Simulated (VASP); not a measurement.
# Mg (Fm-3m) in VASP: single point with r2SCAN

Aim: the single point of Mg with r2SCAN.

All numbers are computed with VASP 6.6.1; they aren't measurements. Logs are shortened: lines on timing, memory, paths and dates and some standing lists are left out, and cuts for length are marked.

**1. The cell of the first run**

The structure is cubic, space group Fm-3m (No. 225). The conventional cell has a = 4.171 Å, b = 4.171 Å, c = 4.171 Å, α = 90.00°, β = 90.00°, γ = 90.00°. Within 3.9 Å of Mg (site symmetry m-3m) lie 12 Mg at 2.95 Å.

This isn't the form of Mg at room conditions, which is hcp.

**2. Single point, r2SCAN**

Contents of POSCAR:

```
Mg
1.0
    0.0000000000      2.0853280000      2.0853280000
    2.0853280000      0.0000000000      2.0853280000
    2.0853280000      2.0853280000      0.0000000000
Mg
1
Direct
    0.0000000000      0.0000000000      0.0000000000
```

Contents of INCAR.step1:

```
SYSTEM = Mg
PREC     = Accurate       ! precision mode
ENCUT    = 660            ! plane-wave cutoff, eV
ISMEAR   = 1              ! smearing method
SIGMA    = 0.0166         ! smearing width, eV
LREAL    = .False.        ! projectors in reciprocal space
LASPH    = .True.         ! aspherical terms in the spheres
NELM     = 120            ! most SCF steps
NBANDS   = 7              ! bands
GGA      = PE             ! functional
ALGO     = Normal         ! electronic algorithm
EDIFF    = 1E-5           ! SCF threshold, eV
LWAVE    = .True.         ! write WAVECAR
LCHARG   = .False.        ! write CHGCAR
GGA_COMPAT= .False.
```

Contents of INCAR.step2:

```
SYSTEM = Mg
PREC     = Accurate       ! precision mode
ENCUT    = 660            ! plane-wave cutoff, eV
EDIFF    = 1E-6           ! SCF threshold, eV
ISMEAR   = 1              ! smearing method
SIGMA    = 0.0166         ! smearing width, eV
LREAL    = .False.        ! projectors in reciprocal space
LASPH    = .True.         ! aspherical terms in the spheres
NELM     = 120            ! most SCF steps
ALGO     = Normal         ! electronic algorithm
ISIF     = 2              ! what is computed and relaxed
LWAVE    = .False.        ! write WAVECAR
LCHARG   = .False.        ! write CHGCAR
METAGGA  = R2SCAN         ! meta-GGA
LMIXTAU  = .True.       
NBANDS   = 7              ! bands
ISTART   = 1            
GGA_COMPAT= .False.
```

Contents of KPOINTS:

```
Automatic mesh
0
Gamma
  10 10 10
  0 0 0
```

Potentials or basis: VASP PAW PBE potentials, release 64 (Mg).

Launch:

```sh
cat potpaw_PBE.64/Mg/POTCAR > POTCAR
cp INCAR.step1 INCAR
mpirun -np 1 vasp_std > vasp.out
cp INCAR.step2 INCAR
mpirun -np 1 vasp_std > vasp.out
```

OUTCAR:

```text
SYSTEM = Mg
   PREC = Accurate
   ENCUT = 660
   EDIFF = 1E-6
   ISMEAR = 1
   LREAL = .False.
   LASPH = .True.
   NELM = 120
   ISIF = 2
   METAGGA = R2SCAN
   ISTART = 1

 ion  position               nearest neighbor table
   1  0.000  0.000  0.000-

  LATTYP: Found a face centered cubic cell.
 ALAT       =     4.1706560000

  Lattice vectors:

 A1 = (   0.0000000000,   2.0853280000,   2.0853280000)
 A2 = (   2.0853280000,   0.0000000000,   2.0853280000)
 A3 = (   2.0853280000,   2.0853280000,   0.0000000000)

Analysis of symmetry for initial positions (statically):
=====================================================================
 Subroutine PRICEL returns:
 Original cell was already a primitive cell.

 Routine SETGRP: Setting up the symmetry group for a
 face centered cubic supercell.

 Subroutine GETGRP returns: Found 48 space group operations
 (whereof 48 operations were pure point group operations)
 out of a pool of 48 trial point group operations.

The static configuration has the point symmetry O_h .

Analysis of symmetry for dynamics (positions and initial velocities):
=====================================================================
 Subroutine PRICEL returns:
 Original cell was already a primitive cell.

 Routine SETGRP: Setting up the symmetry group for a
 face centered cubic supercell.

 Subroutine GETGRP returns: Found 48 space group operations
 (whereof 48 operations were pure point group operations)
 out of a pool of 48 trial point group operations.

The dynamic configuration has the point symmetry O_h .

 Subroutine INISYM returns: Found 48 space group operations
 (whereof 48 operations are pure point group operations),
 and found     1 'primitive' translations

----------------------------------------------------------------------------------------

                                     Primitive cell

  volume of cell :      18.1365

  direct lattice vectors                    reciprocal lattice vectors
     0.000000000  2.085328000  2.085328000    -0.239770434  0.239770434  0.239770434
     2.085328000  0.000000000  2.085328000     0.239770434 -0.239770434  0.239770434
     2.085328000  2.085328000  0.000000000     0.239770434  0.239770434 -0.239770434

  length of vectors
     2.949099140  2.949099140  2.949099140     0.415294574  0.415294574  0.415294574

[... 77 lines left out ...]
   NELM   =    120;   NELMIN=  2; NELMDL=  0     # of ELM steps
   EDIFF  = 0.1E-05   stopping-criterion for ELM
   LREAL  =      F    real-space projection
   EDIFFG = 0.1E-04   stopping-criterion for IOM
   NSW    =      0    number of steps for IOM
   IBRION =     -1    ionic relax: 0-MD 1-quasi-New 2-CG
   NFREE  =      0    steps in history (QN), initial steepest desc. (CG)
   ISIF   =      2    stress and relaxation
   ISYM   =      2    0-nonsym 1-usesym 2-fastsym
   POTIM  = 0.5000    time-step for ionic-motion
   TEBEG  =    0.0;   TEEND  =   0.0 temperature during run
   PSTRESS=    0.0 pullay stress
   NELECT =       2.0000    total number of electrons
   NUPDOWN=      -1.0000    fix difference up-down
   EMIN   =  10.00;   EMAX   =-10.00  energy-range for DOS
   EFERMI =   0.00;   METHOD = LEGACY
   ISMEAR =     1;   SIGMA  =   0.02  broadening in eV -4-tet -1-fermi 0-gaus
   EFERMI_NEDOS =   21; number of points for ismear=-14 and -15
   IALGO  =     38    algorithm
   IMIX   =      4    mixing-type and parameters
     AMIX     =   0.40;   BMIX     =  1.00
     AMIX_MAG =   1.60;   BMIX_MAG =  1.00
  volume/ion in A,a.u.               =      18.14       122.39
  Fermi-wavevector in a.u.,A,eV,Ry     =   0.785056  1.483540  8.385439  0.616312
  Thomas-Fermi vector in A             =   1.889314
   LORBIT       =      0    0 simple, 1 ext, 2 COOP (PROOUT), +10 PAW based schemes
   METAGGA = R2SCAN    functional components
   LHFCALC =     F    Hartree Fock is set to
   AEXX    =    0.0000 exact exchange contribution
   IVDW    =     0    specifies the selected vdW correction
   LEPSILON=     F    determine dielectric tensor
   LRPA    =     F    only Hartree local field effects (RPA)
 non-spin polarized calculation
 Methfessel and Paxton  Order N= 1 SIGMA  =   0.02
  energy-cutoff  :      660.00
  volume of cell :       18.14
 maximum number of plane-waves:       725
 NGX is ok and might be reduce to    28
   NGX = 13   NGY = 13   NGZ = 13

 number of electron       2.0000000 magnetization

 Free energy of the ion-electron system (eV)
  ---------------------------------------------------
  ext. energy  EPLUGINS =         0.00000000
  ---------------------------------------------------
  free energy    TOTEN  =        -3.97849174 eV

  energy without entropy =       -3.97843427  energy(sigma->0) =       -3.97847258

 E-fermi :   4.0362     XC(G=0):  -9.8423

 val. band max:        4.0289289244   @ k =  -0.3000   0.4000   0.1000
 cond. band min:       4.1072796703   @ k =  -0.4000   0.2000   0.0000
 fundamental gap:      0.0783507459
 Fermi energy:         4.0361769307

 k-point     1 :       0.0000    0.0000    0.0000
  band No.  band energies     occupation
      1      -4.5008      2.00000
      2      18.7704      0.00000
      3      18.7704      0.00000
      4      18.7704      0.00000
      5      21.4458      0.00000
      6      22.4251      0.00000
      7      22.4251      0.00000
[... 221 lines left out ...]
 k-point    24 :       0.4000    0.3000    0.0000
  band No.  band energies     occupation
      1       0.0549      2.00000
      2       9.6087      0.00000
      3      10.4899      0.00000
      4      13.6362      0.00000
      5      14.5470      0.00000
      6      19.4611      0.00000
      7      28.7979      0.00000

 [... further k-points ...]

------------------------ aborting loop because EDIFF is reached ----------------------------------------

  FORCE on cell =-STRESS in cart. coord.  units (eV):
  Direction    XX          YY          ZZ          XY          YZ          ZX
  --------------------------------------------------------------------------------------
  -------------------------------------------------------------------------------------
  Total        1.4768929      1.4768929      1.4768929      0.0000000     -0.0000000      0.0000000
  in kB      130.4687382    130.4687382    130.4687382      0.0000000     -0.0000000      0.0000000
  external PRESSURE =     130.4687382 kB  Pullay stress =       0.0000000 kB

 VOLUME and BASIS-vectors are now :
 -----------------------------------------------------------------------------
  energy-cutoff  :      660.00
  volume of cell :       18.14
      direct lattice vectors                 reciprocal lattice vectors
     0.000000000  2.085328000  2.085328000    -0.239770434  0.239770434  0.239770434
     2.085328000  0.000000000  2.085328000     0.239770434 -0.239770434  0.239770434
     2.085328000  2.085328000  0.000000000     0.239770434  0.239770434 -0.239770434

 POSITION                                       TOTAL-FORCE (eV/Angst)
 -----------------------------------------------------------------------------------
      0.00000      0.00000      0.00000         0.000000      0.000000      0.000000
 -----------------------------------------------------------------------------------
    total drift:                                0.000000     -0.000000      0.000000

  FREE ENERGIE OF THE ION-ELECTRON SYSTEM (eV)
  ---------------------------------------------------
  free  energy   TOTEN  =        -3.9784917370 eV

  energy  without entropy=       -3.9784342713  energy(sigma->0) =       -3.97847258
```

OSZICAR.step1:

```text
N       E                     dE             d eps       ncg     rms          rms(c)
DAV:   1    -0.348197497830E+00   -0.34820E+00   -0.10611E+03   686   0.259E+02
DAV:   2    -0.132773000676E+01   -0.97953E+00   -0.90649E+00   840   0.140E+01
DAV:   3    -0.133118513345E+01   -0.34551E-02   -0.34527E-02   938   0.102E+00
DAV:   4    -0.133118886699E+01   -0.37335E-05   -0.37332E-05   896   0.255E-02
DAV:   5    -0.133118887618E+01   -0.91914E-08   -0.92371E-08   903   0.927E-04    0.639E-01
DAV:   6    -0.132536338013E+01    0.58255E-02   -0.24824E-04   861   0.937E-02    0.405E-01
DAV:   7    -0.132066142439E+01    0.47020E-02   -0.88089E-04   791   0.151E-01    0.218E-02
DAV:   8    -0.132064918953E+01    0.12235E-04   -0.96974E-06   987   0.171E-02    0.379E-03
DAV:   9    -0.132064904214E+01    0.14739E-06   -0.33394E-07   469   0.267E-03
   1 F= -.13206490E+01 E0= -.13206314E+01  d E =-.529835E-04
```

It took 32 s on 1 thread of Intel Xeon Platinum 8259CL at 2.50GHz (Skylake/Cascade Lake), shared host; peak memory 0.17 GiB.

What came out:

| Item | Value |
| --- | --- |
| Free energy | -3.9785 eV |
| Pressure | 13.0 GPa |
| Band gap on the k mesh | zero (bands 1 and 2 overlap by 2.18 eV) |

Levels at points of the mesh, in eV from the Fermi level:
| k point | band 1 | band 2 | band 3 | band 4 |
| --- | --- | --- | --- | --- |
| (0.00, 0.00, 0.00) | -8.54 | 14.73 | 14.73 | 14.73 |
| (0.50, 0.00, 0.00) | -2.39 | -1.30 | 13.34 | 13.34 |
| (0.50, 0.50, 0.00) | -0.39 | 0.92 | 6.83 | 8.82 |

Caveat: the cell stands under pressure; the PAW data sets were made with another functional, which shifts forces and pressure a little.
